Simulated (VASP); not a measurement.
# H (P4/mmm) in VASP: a series of runs

H is run at these levels: PBEsol, PBE, BLYP; tasks: single point.

All numbers are computed with VASP 6.6.1; they aren't measurements. Logs are shortened: lines on timing, memory, paths and dates and some standing lists are left out, and cuts for length are marked.

## Step 1: The cell of the first run

It takes space group P4/mmm (No. 123, tetragonal). The conventional cell has a = 2.650 Å, b = 2.650 Å, c = 0.980 Å, α = 90.00°, β = 90.00°, γ = 90.00°. H (site symmetry 4/mmm) has 2 H at 0.98 Å within 1.3 Å.

## Step 2: Single point, PBEsol

The input, INCAR:

```
ALGO = Normal
EDIFF = 1E-6
ENCUT = 500
GGA = PS
GGA_COMPAT = False
ISIF = 2
ISMEAR = 0
LASPH = True
LCHARG = True
LELF = True
LREAL = False
LVHAR = True
LWAVE = False
NBANDS = 6
NELM = 120
PREC = Accurate
SIGMA = 0.1
```

The input, KPOINTS:

```
k-points
0
Gamma
  8 8 22
```

The input, POSCAR:

```
H
1.0
    2.6496387389      0.0000000000      0.0000000000
    0.0000000000      2.6496387389      0.0000000000
    0.0000000000      0.0000000000      0.9804929200
H
1
Direct
    0.0000000000      0.0000000000      0.5000000000
```

Potentials or basis: VASP PAW PBE potentials, release 64 (H).

The run is started by

```sh
> cat potpaw_PBE.64/H/POTCAR > POTCAR
> mpirun -np 1 vasp_std > vasp.out
```

OUTCAR:

```text
EDIFF = 1E-6
   ENCUT = 500
   GGA = PS
   ISIF = 2
   ISMEAR = 0
   LASPH = True
   LREAL = False
   NELM = 120
   PREC = Accurate

 ion  position               nearest neighbor table
   1  0.000  0.000  0.500-

  LATTYP: Found a simple tetragonal cell.
 ALAT       =     2.6496387389
 C/A-ratio  =     0.3700477750

  Lattice vectors:

 A1 = (   2.6496387389,   0.0000000000,   0.0000000000)
 A2 = (   0.0000000000,   2.6496387389,   0.0000000000)
 A3 = (   0.0000000000,   0.0000000000,   0.9804929200)

Analysis of symmetry for initial positions (statically):
=====================================================================
 Subroutine PRICEL returns:
 Original cell was already a primitive cell.

 Routine SETGRP: Setting up the symmetry group for a
 simple tetragonal supercell.

 Subroutine GETGRP returns: Found 16 space group operations
 (whereof 16 operations were pure point group operations)
 out of a pool of 16 trial point group operations.

The static configuration has the point symmetry D_4h.

Analysis of symmetry for dynamics (positions and initial velocities):
=====================================================================
 Subroutine PRICEL returns:
 Original cell was already a primitive cell.

 Routine SETGRP: Setting up the symmetry group for a
 simple tetragonal supercell.

 Subroutine GETGRP returns: Found 16 space group operations
 (whereof 16 operations were pure point group operations)
 out of a pool of 16 trial point group operations.

The dynamic configuration has the point symmetry D_4h.

 Subroutine INISYM returns: Found 16 space group operations
 (whereof 16 operations are pure point group operations),
 and found     1 'primitive' translations

----------------------------------------------------------------------------------------

                                     Primitive cell

  volume of cell :       6.8836

  direct lattice vectors                    reciprocal lattice vectors
     2.649638739  0.000000000  0.000000000     0.377409941  0.000000000  0.000000000
     0.000000000  2.649638739  0.000000000     0.000000000  0.377409941  0.000000000
     0.000000000  0.000000000  0.980492920     0.000000000  0.000000000  1.019895177

  length of vectors
     2.649638739  2.649638739  0.980492920     0.377409941  0.377409941  1.019895177

  position of ions in fractional coordinates (direct lattice)
     0.000000000  0.000000000  0.500000000
[... 69 lines left out ...]
   ICHARG =      2    charge: 1-file 2-atom 10-const
   ISPIN  =      1    spin polarized calculation?
   LNONCOLLINEAR =      F non collinear calculations
   LSORBIT =      F    spin-orbit coupling
   LASPH  =      T    aspherical Exc in radial PAW
   ENCUT  =  500.0 eV  36.75 Ry    6.06 a.u.   4.83  4.83  1.79*2*pi/ulx,y,z
   NELM   =    120;   NELMIN=  2; NELMDL= -5     # of ELM steps
   EDIFF  = 0.1E-05   stopping-criterion for ELM
   LREAL  =      F    real-space projection
   EDIFFG = 0.1E-04   stopping-criterion for IOM
   NSW    =      0    number of steps for IOM
   IBRION =     -1    ionic relax: 0-MD 1-quasi-New 2-CG
   NFREE  =      0    steps in history (QN), initial steepest desc. (CG)
   ISIF   =      2    stress and relaxation
   ISYM   =      2    0-nonsym 1-usesym 2-fastsym
   POTIM  = 0.5000    time-step for ionic-motion
   TEBEG  =    0.0;   TEEND  =   0.0 temperature during run
   PSTRESS=    0.0 pullay stress
   NELECT =       1.0000    total number of electrons
   NUPDOWN=      -1.0000    fix difference up-down
   EMIN   =  10.00;   EMAX   =-10.00  energy-range for DOS
   EFERMI =   0.00;   METHOD = LEGACY
   ISMEAR =     0;   SIGMA  =   0.10  broadening in eV -4-tet -1-fermi 0-gaus
   EFERMI_NEDOS =   21; number of points for ismear=-14 and -15
   IALGO  =     38    algorithm
   IMIX   =      4    mixing-type and parameters
     AMIX     =   0.40;   BMIX     =  1.00
     AMIX_MAG =   1.60;   BMIX_MAG =  1.00
  volume/ion in A,a.u.               =       6.88        46.45
  Fermi-wavevector in a.u.,A,eV,Ry     =   0.860602  1.626302 10.076956  0.740635
  Thomas-Fermi vector in A             =   1.978131
   LORBIT       =      0    0 simple, 1 ext, 2 COOP (PROOUT), +10 PAW based schemes
   GGA     = PS    functional components
   LHFCALC =     F    Hartree Fock is set to
   AEXX    =    0.0000 exact exchange contribution
   IVDW    =     0    specifies the selected vdW correction
   LEPSILON=     F    determine dielectric tensor
   LRPA    =     F    only Hartree local field effects (RPA)
 non-spin polarized calculation
 Gauss-broadening in eV      SIGMA  =   0.10
  energy-cutoff  :      500.00
  volume of cell :        6.88
 maximum number of plane-waves:       184
 NGX is ok and might be reduce to    20
   NGX =  9   NGY =  9   NGZ =  3

 number of electron       0.9999999 magnetization

 Free energy of the ion-electron system (eV)
  ---------------------------------------------------
  ext. energy  EPLUGINS =         0.00000000
  ---------------------------------------------------
  free energy    TOTEN  =        -2.95732939 eV

  energy without entropy =       -2.95732939  energy(sigma->0) =       -2.95732939

 E-fermi :  -1.3790     XC(G=0):  -6.9849

 val. band max:       -1.8073343151   @ k =   0.5000   0.5000   0.2273
 cond. band min:      -0.9415993842   @ k =   0.0000   0.0000   0.2727
 fundamental gap:      0.8657349309
 Fermi energy:        -1.3789525354

 k-point     1 :       0.0000    0.0000    0.0000
  band No.  band energies     occupation
      1     -12.4528      2.00000
      2       8.2620      0.00000
      3      14.0887      0.00000
      4      14.0887      0.00000
      5      16.9732      0.00000
      6      34.7421      0.00000
[... 199 lines left out ...]
 k-point    24 :       0.5000    0.1250    0.0455
  band No.  band energies     occupation
      1     -10.4938      2.00000
      2       1.6838      0.00000
      3      11.7646      0.00000
      4      18.1432      0.00000
      5      21.6701      0.00000
      6      28.7336      0.00000

 [... further k-points ...]
[... 5 lines left out ...]
  --------------------------------------------------------------------------------------
  -------------------------------------------------------------------------------------
  Total        0.0563751      0.0563751      0.0692105      0.0000000      0.0000000      0.0000000
  in kB       13.1213892     13.1213892     16.1088562      0.0000000      0.0000000      0.0000000
  external PRESSURE =      14.1172115 kB  Pullay stress =       0.0000000 kB

 VOLUME and BASIS-vectors are now :
 -----------------------------------------------------------------------------
  energy-cutoff  :      500.00
  volume of cell :        6.88
      direct lattice vectors                 reciprocal lattice vectors
     2.649638739  0.000000000  0.000000000     0.377409941  0.000000000  0.000000000
     0.000000000  2.649638739  0.000000000     0.000000000  0.377409941  0.000000000
     0.000000000  0.000000000  0.980492920     0.000000000  0.000000000  1.019895177

 POSITION                                       TOTAL-FORCE (eV/Angst)
 -----------------------------------------------------------------------------------
      0.00000      0.00000      0.49025         0.000000      0.000000      0.000000
 -----------------------------------------------------------------------------------
    total drift:                               -0.000000      0.000000      0.000000

  FREE ENERGIE OF THE ION-ELECTRON SYSTEM (eV)
  ---------------------------------------------------
  free  energy   TOTEN  =        -2.9573293862 eV

  energy  without entropy=       -2.9573293862  energy(sigma->0) =       -2.95732939
```

OSZICAR:

```text
N       E                     dE             d eps       ncg     rms          rms(c)
DAV:   1    -0.295752911564E+01   -0.29575E+01   -0.22268E+02  2280   0.672E+01
DAV:   2    -0.304543373414E+01   -0.87905E-01   -0.87905E-01  2838   0.557E+00
DAV:   3    -0.304547713124E+01   -0.43397E-04   -0.43397E-04  2460   0.119E-01
DAV:   4    -0.304547714255E+01   -0.11311E-07   -0.11324E-07  3192   0.187E-03
DAV:   5    -0.304547714255E+01   -0.23874E-11   -0.25884E-11  2424   0.194E-05    0.175E+00
DAV:   6    -0.298432193219E+01    0.61155E-01   -0.20653E-02  2358   0.448E-01    0.102E+00
DAV:   7    -0.295596774712E+01    0.28354E-01   -0.39652E-02  2364   0.688E-01    0.962E-02
DAV:   8    -0.295730906819E+01   -0.13413E-02   -0.13216E-03  2244   0.143E-01    0.102E-02
DAV:   9    -0.295732518352E+01   -0.16115E-04   -0.12371E-05  2760   0.138E-02    0.426E-03
DAV:  10    -0.295732938210E+01   -0.41986E-05   -0.51836E-06  2310   0.963E-03    0.357E-04
DAV:  11    -0.295732938625E+01   -0.41407E-08   -0.78297E-09  2334   0.578E-04
   1 F= -.29573294E+01 E0= -.29573294E+01  d E =-.125431E-11
```

stdout:

```text
POSCAR found type information on POSCAR H
 POSCAR found :  1 types and       1 ions
 scaLAPACK will be used
 -----------------------------------------------------------------------------
|                                                                             |
|                                                                             |
|     You enforced a specific xc type in the INCAR file but a different       |
|     I HOPE YOU KNOW WHAT YOU ARE DOING!                                     |
|                                                                             |
 -----------------------------------------------------------------------------

 LDA part: xc-table for (Slater+PW92), standard interpolation
 POSCAR, INCAR and KPOINTS ok, starting setup
 FFT: planning ... GRIDC
 FFT: planning ... GRID_SOFT
 FFT: planning ... GRID
 WAVECAR not read
 entering main loop
```

Wall time 11 s (1 thread of Intel Xeon 8259CL, shared host); peak memory 0.11 GiB.

What came out:

| Quantity | Value |
| --- | --- |
| Free energy | -2.9573 eV |
| Pressure | 1.4 GPa |
| Band gap on the k mesh | zero (an odd number of electrons rules out a gap without spin polarisation) |

Caveat: the PAW data sets were made with another functional, which shifts forces and pressure a little.

## Step 3: Single point, PBE

The input, INCAR:

```
ALGO = Normal ; EDIFF = 1E-6
ENCUT = 500 ; GGA = PE
GGA_COMPAT = False ; ISIF = 2
ISMEAR = 1 ; LASPH = True
LCHARG = False ; LREAL = False
LWAVE = False ; NBANDS = 6
NELM = 120 ; PREC = Accurate
SIGMA = 0.18
```

KPOINTS is that of step 2.

POSCAR is that of step 2.

Potentials or basis: VASP PAW PBE potentials, release 64 (H).

The run is started by

```sh
> cat potpaw_PBE.64/H/POTCAR > POTCAR
> mpirun -np 1 vasp_std > vasp.out
```

OUTCAR:

```text
EDIFF = 1E-6
   ENCUT = 500
   GGA = PE
   ISIF = 2
   ISMEAR = 1
   LASPH = True
   LREAL = False
   NELM = 120
   PREC = Accurate

 ion  position               nearest neighbor table
   1  0.000  0.000  0.500-

  LATTYP: Found a simple tetragonal cell.
 ALAT       =     2.6496387389
 C/A-ratio  =     0.3700477750

  Lattice vectors:

 A1 = (   2.6496387389,   0.0000000000,   0.0000000000)
 A2 = (   0.0000000000,   2.6496387389,   0.0000000000)
 A3 = (   0.0000000000,   0.0000000000,   0.9804929200)

Analysis of symmetry for initial positions (statically):
=====================================================================
 Subroutine PRICEL returns:
 Original cell was already a primitive cell.

 Routine SETGRP: Setting up the symmetry group for a
 simple tetragonal supercell.

 Subroutine GETGRP returns: Found 16 space group operations
 (whereof 16 operations were pure point group operations)
 out of a pool of 16 trial point group operations.

The static configuration has the point symmetry D_4h.

[... 151 lines left out ...]
 Free energy of the ion-electron system (eV)
  ---------------------------------------------------
  ext. energy  EPLUGINS =         0.00000000
  ---------------------------------------------------
  free energy    TOTEN  =        -3.02453873 eV

  energy without entropy =       -3.02460882  energy(sigma->0) =       -3.02456209

 E-fermi :  -1.8256     XC(G=0):  -6.8012

 val. band max:       -1.9323335959   @ k =   0.5000   0.5000   0.2273
 cond. band min:      -0.9803571633   @ k =   0.0000   0.0000   0.2727
 fundamental gap:      0.9519764326
 Fermi energy:        -1.8256156767

 k-point     1 :       0.0000    0.0000    0.0000
  band No.  band energies     occupation
      1     -12.4835      2.00000
      2       8.3984      0.00000
      3      14.2096      0.00000
      4      14.2096      0.00000
      5      17.2612      0.00000
      6      35.0562      0.00000
[... 199 lines left out ...]
 k-point    24 :       0.5000    0.1250    0.0455
  band No.  band energies     occupation
      1     -10.5786      2.00000
      2       1.9082      0.00000
      3      11.9180      0.00000
      4      18.3832      0.00000
      5      21.7729      0.00000
      6      28.9657      0.00000

 [... further k-points ...]
[... 5 lines left out ...]
  --------------------------------------------------------------------------------------
  -------------------------------------------------------------------------------------
  Total        0.0969782      0.0969782     -0.0129151      0.0000000     -0.0000000      0.0000000
  in kB       22.5718454     22.5718454     -3.0060055      0.0000000     -0.0000000      0.0000000
  external PRESSURE =      14.0458951 kB  Pullay stress =       0.0000000 kB

 VOLUME and BASIS-vectors are now :
 -----------------------------------------------------------------------------
  energy-cutoff  :      500.00
  volume of cell :        6.88
      direct lattice vectors                 reciprocal lattice vectors
     2.649638739  0.000000000  0.000000000     0.377409941  0.000000000  0.000000000
     0.000000000  2.649638739  0.000000000     0.000000000  0.377409941  0.000000000
     0.000000000  0.000000000  0.980492920     0.000000000  0.000000000  1.019895177

 POSITION                                       TOTAL-FORCE (eV/Angst)
 -----------------------------------------------------------------------------------
      0.00000      0.00000      0.49025         0.000000      0.000000      0.000000
 -----------------------------------------------------------------------------------
    total drift:                               -0.000000      0.000000      0.000000

  FREE ENERGIE OF THE ION-ELECTRON SYSTEM (eV)
  ---------------------------------------------------
  free  energy   TOTEN  =        -3.0245387301 eV

  energy  without entropy=       -3.0246088239  energy(sigma->0) =       -3.02456209
```

stdout:

```text
POSCAR found type information on POSCAR H
 POSCAR found :  1 types and       1 ions
 scaLAPACK will be used
 LDA part: xc-table for (Slater+PW92), standard interpolation
 POSCAR, INCAR and KPOINTS ok, starting setup
 FFT: planning ... GRIDC
 FFT: planning ... GRID_SOFT
 FFT: planning ... GRID
 WAVECAR not read
 entering main loop
```

Run time: 11 s. Hardware: 1 thread of Intel Xeon 8259CL, shared host; peak memory 0.11 GiB.

Results:

```
Free energy            : -3.0245 eV
Pressure               : 1.4 GPa
Band gap on the k mesh : zero (an odd number of electrons rules out a gap without spin polarisation)
```

(Continued in part 2 of 2.)
